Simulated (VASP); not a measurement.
# Te in VASP: notebook

The runs below take Te through single point, with PBEsol.

Program: VASP 6.6.1. These are calculated values, not measurements. Logs are shortened: lines on timing, memory, paths and dates and some standing lists are left out, and cuts for length are marked.

### 1 The cell of the first run

Symmetry: Fmmm, No. 69, orthorhombic system. Conventional cell: a = 4.174 Å, b = 4.221 Å, c = 7.537 Å, α = 90.00°, β = 90.00°, γ = 90.00°. Within 3.9 Å of Te (site symmetry mmm) lie 4 Te at 2.97 Å.

### 2 Single point, PBEsol

File INCAR:

```
PREC = Accurate
ENCUT = 520
EDIFF = 1E-7
ISMEAR = 0
SIGMA = 0.1
LREAL = F
LASPH = T
NELM = 80
ALGO = Normal
ISIF = 2
LWAVE = F
LCHARG = F
GGA = PS
NBANDS = 9
```

File KPOINTS:

```
Automatic mesh
0
Gamma
  6 6 6
```

File POSCAR:

```
Te
1.0
    0.0000000000      2.1104763859      3.7684651088
    2.0869316872      0.0000000000      3.7684651088
    2.0869316872      2.1104763859      0.0000000000
Te
1
Direct
    0.0000000000      0.0000000000      0.0000000000
```

Potentials or basis: VASP PAW PBE potentials, release 64 (Te).

On the command line:

```sh
$ cat potpaw_PBE.64/Te/POTCAR > POTCAR
$ mpirun -np 1 vasp_std > vasp.out
```

OUTCAR:

```text
PREC = Accurate
   ENCUT = 520
   EDIFF = 1E-7
   ISMEAR = 0
   LREAL = F
   LASPH = T
   NELM = 80
   ISIF = 2
   GGA = PS

 ion  position               nearest neighbor table
   1  0.000  0.000  0.000-

  LATTYP: Found a face centered orthorhombic cell.
 ALAT       =     4.1738633744
 B/A-ratio  =     1.0112819690
 C/A-ratio  =     1.8057443528

  Lattice vectors:

 A1 = (   0.0000000000,   2.1104763859,   3.7684651088)
 A2 = (   2.0869316872,   0.0000000000,   3.7684651088)
 A3 = (   2.0869316872,   2.1104763859,   0.0000000000)

Analysis of symmetry for initial positions (statically):
=====================================================================
 Subroutine PRICEL returns:
 Original cell was already a primitive cell.

 Routine SETGRP: Setting up the symmetry group for a
 face centered orthorhombic supercell.

 Subroutine GETGRP returns: Found  8 space group operations
 (whereof  8 operations were pure point group operations)
 out of a pool of  8 trial point group operations.

The static configuration has the point symmetry D_2h.

Analysis of symmetry for dynamics (positions and initial velocities):
=====================================================================
 Subroutine PRICEL returns:
 Original cell was already a primitive cell.

 Routine SETGRP: Setting up the symmetry group for a
 face centered orthorhombic supercell.

 Subroutine GETGRP returns: Found  8 space group operations
 (whereof  8 operations were pure point group operations)
 out of a pool of  8 trial point group operations.

The dynamic configuration has the point symmetry D_2h.

 Subroutine INISYM returns: Found  8 space group operations
 (whereof  8 operations are pure point group operations),
 and found     1 'primitive' translations

----------------------------------------------------------------------------------------

                                     Primitive cell

  volume of cell :      33.1958

  direct lattice vectors                    reciprocal lattice vectors
     0.000000000  2.110476386  3.768465109    -0.239586184  0.236913335  0.132680013
     2.086931687  0.000000000  3.768465109     0.239586184 -0.236913335  0.132680013
     2.086931687  2.110476386  0.000000000     0.239586184  0.236913335 -0.132680013

  length of vectors
     4.319194352  4.307738751  2.968062405     0.362123534  0.362123534  0.362123534

[... 75 lines left out ...]
   LASPH  =      T    aspherical Exc in radial PAW
   ENCUT  =  520.0 eV  38.22 Ry    6.18 a.u.   8.03  8.01  5.52*2*pi/ulx,y,z
   NELM   =     80;   NELMIN=  2; NELMDL= -5     # of ELM steps
   EDIFF  = 0.1E-06   stopping-criterion for ELM
   LREAL  =      F    real-space projection
   EDIFFG = 0.1E-05   stopping-criterion for IOM
   NSW    =      0    number of steps for IOM
   IBRION =     -1    ionic relax: 0-MD 1-quasi-New 2-CG
   NFREE  =      0    steps in history (QN), initial steepest desc. (CG)
   ISIF   =      2    stress and relaxation
   ISYM   =      2    0-nonsym 1-usesym 2-fastsym
   POTIM  = 0.5000    time-step for ionic-motion
   TEBEG  =    0.0;   TEEND  =   0.0 temperature during run
   PSTRESS=    0.0 pullay stress
   NELECT =       6.0000    total number of electrons
   NUPDOWN=      -1.0000    fix difference up-down
   EMIN   =  10.00;   EMAX   =-10.00  energy-range for DOS
   EFERMI =   0.00;   METHOD = LEGACY
   ISMEAR =     0;   SIGMA  =   0.10  broadening in eV -4-tet -1-fermi 0-gaus
   EFERMI_NEDOS =   21; number of points for ismear=-14 and -15
   IALGO  =     38    algorithm
   IMIX   =      4    mixing-type and parameters
     AMIX     =   0.40;   BMIX     =  1.00
     AMIX_MAG =   1.60;   BMIX_MAG =  1.00
  volume/ion in A,a.u.               =      33.20       224.02
  Fermi-wavevector in a.u.,A,eV,Ry     =   0.925616  1.749161 11.656995  0.856765
  Thomas-Fermi vector in A             =   2.051490
   LORBIT       =      0    0 simple, 1 ext, 2 COOP (PROOUT), +10 PAW based schemes
   GGA     = PS    functional components
   LHFCALC =     F    Hartree Fock is set to
   AEXX    =    0.0000 exact exchange contribution
   IVDW    =     0    specifies the selected vdW correction
   LEPSILON=     F    determine dielectric tensor
   LRPA    =     F    only Hartree local field effects (RPA)
 non-spin polarized calculation
 Gauss-broadening in eV      SIGMA  =   0.10
  energy-cutoff  :      520.00
  volume of cell :       33.20
 maximum number of plane-waves:       914
   NGX = 17   NGY = 17   NGZ = 11

 number of electron       6.0000000 magnetization

 Free energy of the ion-electron system (eV)
  ---------------------------------------------------
  ext. energy  EPLUGINS =         0.00000000
  ---------------------------------------------------
  free energy    TOTEN  =        -3.28114205 eV

  energy without entropy =       -3.27402682  energy(sigma->0) =       -3.27758443

 E-fermi :   5.8584     XC(G=0):  -9.3184

 val. band max:        5.8543487185   @ k =  -0.1667   0.3333   0.3333
 cond. band min:       5.9163551336   @ k =   0.5000   0.0000   0.3333
 fundamental gap:      0.0620064151
 Fermi energy:         5.8583536618

 k-point     1 :       0.0000    0.0000    0.0000
  band No.  band energies     occupation
      1      -7.9398      2.00000
      2       4.1311      2.00000
      3       9.2338      0.00000
      4       9.2931      0.00000
      5       9.6015      0.00000
      6      13.7349      0.00000
      7      15.9564      0.00000
      8      18.6553      0.00000
      9      18.9697      0.00000
[... 265 lines left out ...]
 k-point    24 :       0.5000    0.3333    0.1667
  band No.  band energies     occupation
      1      -6.7380      2.00000
      2       2.3173      2.00000
      3       5.7649      1.81358
      4       6.3855      0.00000
      5      14.7524      0.00000
      6      17.1236      0.00000
      7      17.5924      0.00000
      8      17.7481      0.00000
      9      18.4561      0.00000

 [... further k-points ...]
[... 5 lines left out ...]
  --------------------------------------------------------------------------------------
  -------------------------------------------------------------------------------------
  Total        0.0040668      0.0038453      0.0202524      0.0000000      0.0000000      0.0000000
  in kB        0.1962807      0.1855904      0.9774691      0.0000000      0.0000000      0.0000000
  external PRESSURE =       0.4531134 kB  Pullay stress =       0.0000000 kB

 VOLUME and BASIS-vectors are now :
 -----------------------------------------------------------------------------
  energy-cutoff  :      520.00
  volume of cell :       33.20
      direct lattice vectors                 reciprocal lattice vectors
     0.000000000  2.110476386  3.768465109    -0.239586184  0.236913335  0.132680013
     2.086931687  0.000000000  3.768465109     0.239586184 -0.236913335  0.132680013
     2.086931687  2.110476386  0.000000000     0.239586184  0.236913335 -0.132680013

 POSITION                                       TOTAL-FORCE (eV/Angst)
 -----------------------------------------------------------------------------------
      0.00000      0.00000      0.00000         0.000000      0.000000      0.000000
 -----------------------------------------------------------------------------------
    total drift:                                0.000000      0.000000     -0.000000

  FREE ENERGIE OF THE ION-ELECTRON SYSTEM (eV)
  ---------------------------------------------------
  free  energy   TOTEN  =        -3.2811420484 eV

  energy  without entropy=       -3.2740268205  energy(sigma->0) =       -3.27758443
```

OSZICAR:

```text
N       E                     dE             d eps       ncg     rms          rms(c)
DAV:   1     0.114002603777E+02    0.11400E+02   -0.23217E+03   828   0.510E+02
DAV:   2    -0.288743965215E+01   -0.14288E+02   -0.14019E+02  1116   0.693E+01
DAV:   3    -0.330463838925E+01   -0.41720E+00   -0.41291E+00  1031   0.120E+01
DAV:   4    -0.330780605974E+01   -0.31677E-02   -0.31674E-02  1141   0.128E+00
DAV:   5    -0.330783015558E+01   -0.24096E-04   -0.24096E-04  1069   0.882E-02    0.617E+00
DAV:   6    -0.328445288809E+01    0.23377E-01   -0.20850E-02   931   0.637E-01    0.394E+00
DAV:   7    -0.328183907909E+01    0.26138E-02   -0.15185E-02   945   0.572E-01    0.450E-01
DAV:   8    -0.328114713510E+01    0.69194E-03   -0.14579E-03   906   0.200E-01    0.583E-02
DAV:   9    -0.328114515903E+01    0.19761E-05   -0.87153E-05  1020   0.514E-02    0.223E-02
DAV:  10    -0.328114225807E+01    0.29010E-05   -0.72447E-06   897   0.142E-02    0.385E-03
DAV:  11    -0.328114207951E+01    0.17856E-06   -0.20952E-07  1126   0.313E-03    0.145E-03
DAV:  12    -0.328114204838E+01    0.31127E-07   -0.11856E-08   541   0.643E-04
   1 F= -.32811420E+01 E0= -.32775844E+01  d E =-.711523E-02
```

Wall time 6.7 s (1 thread of Intel Xeon 6975P-C (Granite Rapids), shared host); peak memory 0.16 GiB.

Results:

```yaml
Free_energy: -3.2811 eV
Pressure: 0.0 GPa
Band_gap_on_the_k_mesh: zero (bands 3 and 4 overlap by 4.99 eV)
```

Caveat: the k points lie up to 0.38 Å⁻¹ apart, too coarse for converged energies and pressures of a metal; the PAW data sets were made with another functional, which shifts forces and pressure a little; spin-orbit coupling is left out, which moves the levels of the heavy elements.

### 3 Single point, PBEsol

This run uses another cell than the first one: it holds 4 atoms, not 1.

File INCAR:

```
SYSTEM = Te
ALGO = Normal
EDIFF = 1E-6
ENCUT = 520
GGA = PS
ISIF = 2
ISMEAR = 0
LASPH = .True.
LCHARG = .False.
LREAL = .False.
LWAVE = .False.
NBANDS = 20
NELM = 100
PREC = Accurate
SIGMA = 0.1
```

File KPOINTS:

```
k-points
0
Gamma
  4 4 2
  0 0 0
```

File POSCAR:

```
Te
1.0
    3.7458737631     -2.1006325073      0.0000000000
    3.7458737631      2.1006325073      0.0000000000
    0.0000000000      0.0000000000      8.3142468962
Te
4
Direct
    0.7500072731      0.2499927269      0.1249625751
    0.7499927269      0.2500072731      0.6249625751
    0.2499927269      0.7500072731      0.8750374249
    0.2500072731      0.7499927269      0.3750374249
```

Potentials or basis: VASP PAW PBE potentials, release 64 (Te).

On the command line:

```sh
$ cat potpaw_PBE.64/Te/POTCAR > POTCAR
$ mpirun -np 1 vasp_std > vasp.out
```

It took 19 s on 1 thread of Intel Xeon 6975P-C (Granite Rapids), shared host; peak memory 0.23 GiB.

Results (log left out):

| Quantity | Value |
| --- | --- |
| Free energy | -13.4712 eV |
| Pressure | 0.1 GPa |
| Band gap on the k mesh | zero (bands 12 and 13 overlap by 1.86 eV) |

Stress tensor (GPa, compression positive):
```
-0.14  0.00  0.00
 0.00  0.27  0.00
 0.00  0.00  0.26
```

Levels at points of the mesh, in eV from the Fermi level:
```csv
k point,band 10,band 11,band 12,band 13,band 14,band 15
"(0.00, 0.00, 0.00)",-0.54,-0.54,0.00,0.00,1.12,3.01
"(0.50, 0.00, 0.00)",-1.42,-0.94,-0.94,-0.53,-0.53,4.08
"(0.50, 0.50, 0.00)",-1.73,-1.72,-0.97,-0.97,1.20,3.03
"(0.00, 0.00, 0.50)",-1.02,0.89,0.89,1.52,1.52,1.98
"(0.50, 0.00, 0.50)",-1.28,-1.28,-1.28,3.15,3.15,3.15
"(0.50, 0.50, 0.50)",-2.72,-0.47,-0.47,1.05,1.05,1.47
```

Caveat: the k points lie up to 0.43 Å⁻¹ apart, too coarse for converged energies and pressures of a metal; the PAW data sets were made with another functional, which shifts forces and pressure a little; spin-orbit coupling is left out, which moves the levels of the heavy elements.

The gap in the log of VASP goes by the Fermi energy; the results here count the filled bands.